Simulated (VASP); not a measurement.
# C (Fd-3m) in VASP: further runs, part 3 of 3

VASP 6.6.1.

**4. Single point, LDA**

This run uses another cell than the first one, of 5.51 Å³/atom, 0.976 times its volume.

INCAR reads:

```
SYSTEM = C
PREC     = Accurate       ! precision mode
ENCUT    = 520            ! plane-wave cutoff, eV
EDIFF    = 1E-6           ! SCF threshold, eV
ISMEAR   = -1             ! smearing method
SIGMA    = 0.02           ! smearing width, eV
LREAL    = .FALSE.        ! projectors in reciprocal space
LASPH    = .TRUE.         ! aspherical terms in the spheres
NELM     = 60             ! most SCF steps
ALGO     = Normal         ! electronic algorithm
ISIF     = 2              ! what is computed and relaxed
LWAVE    = .FALSE.        ! write WAVECAR
LCHARG   = .FALSE.        ! write CHGCAR
GGA      = CA             ! functional
NBANDS   = 11             ! bands
```

KPOINTS reads:

```
Automatic mesh
0
G
  12 12 12
  0 0 0
```

POSCAR reads:

```
C
1.0
    0.0000000000      1.7658723668      1.7658723668
    1.7658723668      0.0000000000      1.7658723668
    1.7658723668      1.7658723668      0.0000000000
C
2
Direct
    0.0000000000      0.0000000000      0.0000000000
    0.2500000000      0.2500000000      0.2500000000
```

Potentials or basis: VASP PAW LDA potentials, release 64 (C).

Run with:

```console
cat potpaw_LDA.64/C/POTCAR > POTCAR
mpirun -np 1 vasp_std > vasp.out
```

Wall time 6.4 s (1 thread of Intel Xeon Platinum 8488C (Sapphire Rapids), shared host); peak memory 0.11 GiB.

The run converged. Its results:

| Item | Value |
| --- | --- |
| Free energy | -20.2452 eV |
| Pressure | 1.6 GPa |
| Band gap on the k mesh | 4.20 eV, indirect (least direct gap 5.63 eV) |

Levels at points of the mesh, in eV from the valence-band top:
| k point | band 1 | band 2 | band 3 | band 4 | band 5 | band 6 | band 7 | band 8 |
| --- | --- | --- | --- | --- | --- | --- | --- | --- |
| (0.00, 0.00, 0.00) | -21.72 | 0.00 | 0.00 | 0.00 | 5.63 | 5.63 | 5.63 | 14.24 |
| (0.50, 0.00, 0.00) | -15.70 | -13.69 | -2.87 | -2.87 | 8.51 | 8.51 | 9.42 | 15.67 |
| (0.50, 0.50, 0.00) | -12.82 | -12.82 | -6.47 | -6.47 | 4.77 | 4.77 | 17.08 | 17.08 |

**5. Single point, PBE**

This run uses another cell than the first one, of 5.69 Å³/atom, 1.010 times its volume.

INCAR reads:

```
SYSTEM = C
PREC = Accurate
ENCUT = 520
EDIFF = 1E-6
ISMEAR = -1
SIGMA = 0.02
LREAL = .False.
LASPH = .True.
NELM = 100
ALGO = Normal
ISIF = 2
LWAVE = .False.
LCHARG = .False.
GGA = PE
NBANDS = 11
```

KPOINTS reads:

```
Automatic mesh
0
Gamma
  12 12 12
  0 0 0
```

POSCAR reads:

```
C
1.0
    0.0000000000      1.7857704569      1.7857704569
    1.7857704569      0.0000000000      1.7857704569
    1.7857704569      1.7857704569      0.0000000000
C
2
Direct
    0.0000000000      0.0000000000      0.0000000000
    0.2500000000      0.2500000000      0.2500000000
```

Potentials or basis: VASP PAW PBE potentials, release 64 (C).

Run with:

```console
cat potpaw_PBE.64/C/POTCAR > POTCAR
mpirun -np 1 vasp_std > vasp.out
```

OUTCAR:

```text
SYSTEM = C
   PREC = Accurate
   ENCUT = 520
   EDIFF = 1E-6
   ISMEAR = -1
   LREAL = .False.
   LASPH = .True.
   NELM = 100
   ISIF = 2
   GGA = PE

 ion  position               nearest neighbor table
   1  0.000  0.000  0.000-   2 1.55   2 1.55   2 1.55   2 1.55
   2  0.250  0.250  0.250-   1 1.55   1 1.55   1 1.55   1 1.55

  LATTYP: Found a face centered cubic cell.
 ALAT       =     3.5715409138

  Lattice vectors:

 A1 = (   0.0000000000,   1.7857704569,   1.7857704569)
 A2 = (   1.7857704569,   0.0000000000,   1.7857704569)
 A3 = (   1.7857704569,   1.7857704569,   0.0000000000)

Analysis of symmetry for initial positions (statically):
=====================================================================
 Subroutine PRICEL returns:
 Original cell was already a primitive cell.

 Routine SETGRP: Setting up the symmetry group for a
 face centered cubic supercell.

 Subroutine GETGRP returns: Found 48 space group operations
 (whereof 24 operations were pure point group operations)
 out of a pool of 48 trial point group operations.

The static configuration has the point symmetry T_d .
 The point group associated with its full space group is O_h .

Analysis of symmetry for dynamics (positions and initial velocities):
[... 164 lines left out ...]
 Fermi energy:        10.1570407018

 k-point     1 :       0.0000    0.0000    0.0000
  band No.  band energies     occupation
      1     -11.7514      2.00000
      2       9.6716      2.00000
      3       9.6716      2.00000
      4       9.6716      2.00000
      5      15.2505      0.00000
      6      15.2505      0.00000
      7      15.2505      0.00000
      8      22.9113      0.00000
      9      28.9140      0.00000
     10      36.1619      0.00000
     11      36.1619      0.00000
[... 309 lines left out ...]
 k-point    24 :      -0.4167    0.1667    0.0000
  band No.  band energies     occupation
      1      -5.5905      2.00000
      2      -2.8162      2.00000
      3       4.2147      2.00000
      4       6.0981      2.00000
      5      17.1904      0.00000
      6      19.8768      0.00000
      7      20.8252      0.00000
      8      25.0653      0.00000
      9      29.0747      0.00000
     10      33.8147      0.00000
     11      34.1707      0.00000

 [... further k-points ...]
[... 5 lines left out ...]
  --------------------------------------------------------------------------------------
  -------------------------------------------------------------------------------------
  Total        0.0483134      0.0483134      0.0483134      0.0000000      0.0000000      0.0000000
  in kB        6.7962762      6.7962762      6.7962762      0.0000000      0.0000000      0.0000000
  external PRESSURE =       6.7962762 kB  Pullay stress =       0.0000000 kB

 VOLUME and BASIS-vectors are now :
 -----------------------------------------------------------------------------
  energy-cutoff  :      520.00
  volume of cell :       11.39
      direct lattice vectors                 reciprocal lattice vectors
     0.000000000  1.785770457  1.785770457    -0.279991193  0.279991193  0.279991193
     1.785770457  0.000000000  1.785770457     0.279991193 -0.279991193  0.279991193
     1.785770457  1.785770457  0.000000000     0.279991193  0.279991193 -0.279991193

 POSITION                                       TOTAL-FORCE (eV/Angst)
 -----------------------------------------------------------------------------------
      0.00000      0.00000      0.00000        -0.000000      0.000000     -0.000000
      0.89289      0.89289      0.89289         0.000000     -0.000000      0.000000
 -----------------------------------------------------------------------------------
    total drift:                                0.000000      0.000000      0.000000

  FREE ENERGIE OF THE ION-ELECTRON SYSTEM (eV)
  ---------------------------------------------------
  free  energy   TOTEN  =       -18.1857643660 eV

  energy  without entropy=      -18.1857643660  energy(sigma->0) =      -18.18576437
```

OSZICAR:

```text
N       E                     dE             d eps       ncg     rms          rms(c)
DAV:   1     0.144934213706E+01    0.14493E+01   -0.48110E+03  1619   0.722E+02
DAV:   2    -0.184365484361E+02   -0.19886E+02   -0.19253E+02  2010   0.124E+02
DAV:   3    -0.188162221322E+02   -0.37967E+00   -0.37894E+00  1868   0.136E+01
DAV:   4    -0.188168100184E+02   -0.58789E-03   -0.58788E-03  1694   0.680E-01
DAV:   5    -0.188168107283E+02   -0.70997E-06   -0.70992E-06  1841   0.218E-02    0.553E+00
DAV:   6    -0.183432772761E+02    0.47353E+00   -0.24707E-01  1632   0.350E+00    0.330E+00
DAV:   7    -0.181838872322E+02    0.15939E+00   -0.30313E-01  1692   0.392E+00    0.751E-01
DAV:   8    -0.181857025447E+02   -0.18153E-02   -0.86165E-03  1653   0.691E-01    0.437E-02
DAV:   9    -0.181857436842E+02   -0.41139E-04   -0.62896E-05  1887   0.638E-02    0.245E-02
DAV:  10    -0.181857642907E+02   -0.20606E-04   -0.15573E-05  1680   0.347E-02    0.533E-03
DAV:  11    -0.181857643660E+02   -0.75287E-07   -0.25106E-07  1390   0.458E-03
   1 F= -.18185764E+02 E0= -.18185764E+02  d E =-.505155E-13
```

stdout:

```text
POSCAR found type information on POSCAR C
 POSCAR found :  1 types and       2 ions
 scaLAPACK will be used
 LDA part: xc-table for (Slater+PW92), standard interpolation
 POSCAR, INCAR and KPOINTS ok, starting setup
 FFT: planning ... GRIDC
 FFT: planning ... GRID_SOFT
 FFT: planning ... GRID
 WAVECAR not read
 entering main loop
```

Wall time 6.4 s (1 thread of Intel Xeon Platinum 8488C (Sapphire Rapids), shared host); peak memory 0.12 GiB.

Results:

```
Free energy            : -18.1858 eV
Pressure               : 0.7 GPa
Band gap on the k mesh : 4.14 eV, indirect (least direct gap 5.58 eV)
```

A k mesh can miss the band edges. Expect the measured gap to be larger: semilocal functionals such as PBE lack the derivative discontinuity.

**6. Single point, PBE**

INCAR reads:

```
SYSTEM = C
ALGO = Normal ; EDIFF = 1E-6
ENCUT = 520 ; GGA = PE
ISIF = 2 ; ISMEAR = -1
LASPH = .TRUE. ; LCHARG = .FALSE.
LREAL = .FALSE. ; LWAVE = .FALSE.
NBANDS = 11 ; NELM = 100
PREC = Accurate ; SIGMA = 0.02
```

KPOINTS reads:

```
k-points
0
G
  12 12 12
  0 0 0
```

POSCAR reads:

```
C
1.0
    0.0000000000      1.7801241426      1.7801241426
    1.7801241426      0.0000000000      1.7801241426
    1.7801241426      1.7801241426      0.0000000000
C
2
Direct
    0.0000000000      0.0000000000      0.0000000000
    0.2500000000      0.2500000000      0.2500000000
```

Potentials or basis: VASP PAW PBE potentials, release 64 (C).

Run with:

```console
cat potpaw_PBE.64/C/POTCAR > POTCAR
mpirun -np 1 vasp_std > vasp.out
```

Run time: 6.5 s. Hardware: 1 thread of Intel Xeon Platinum 8488C (Sapphire Rapids), shared host; peak memory 0.11 GiB.

Results (log left out):

```
Free energy            : -18.1837 eV
Pressure               : 4.9 GPa
Band gap on the k mesh : 4.17 eV, indirect (least direct gap 5.60 eV)
```

Levels at points of the mesh, in eV from the valence-band top:
| k point | band 2 | band 3 | band 4 | band 5 | band 6 | band 7 |
| --- | --- | --- | --- | --- | --- | --- |
| (0.00, 0.00, 0.00) | 0.00 | 0.00 | 0.00 | 5.60 | 5.60 | 5.60 |
| (0.50, 0.00, 0.00) | -13.43 | -2.81 | -2.81 | 8.48 | 8.48 | 8.92 |
| (0.50, 0.50, 0.00) | -12.80 | -6.33 | -6.33 | 4.77 | 4.77 | 16.89 |

A k mesh can miss the band edges. A hybrid or GW would open this gap; PBE tends to underestimate it.

**7. The runs side by side**

```tsv
level	potentials or basis	cell	k mesh	smearing	gap on the mesh (eV)	pressure (GPa)
PBE	VASP PAW PBE potentials, release 64 (C)	a = 2.517 Å, angles 60.0°, 2 atoms	6 × 6 × 6	gaussian 0.01 eV	4.16	5.0
LDA	VASP PAW LDA potentials, release 64 (C)	a = 2.497 Å, angles 60.0°, 2 atoms	12 × 12 × 12	fermi-dirac 0.02 eV	4.20	1.6
PBE	VASP PAW PBE potentials, release 64 (C)	a = 2.525 Å, angles 60.0°, 2 atoms	12 × 12 × 12	fermi-dirac 0.02 eV	4.14	0.7
PBE	VASP PAW PBE potentials, release 64 (C)	a = 2.517 Å, angles 60.0°, 2 atoms	12 × 12 × 12	fermi-dirac 0.02 eV	4.17	4.9
```

Alike in all rows: task single point; no spin polarisation; cutoff (eV) 520.

Caveats: some runs use coarse meshes.

Absolute energies hang on the potentials; compare differences alone.
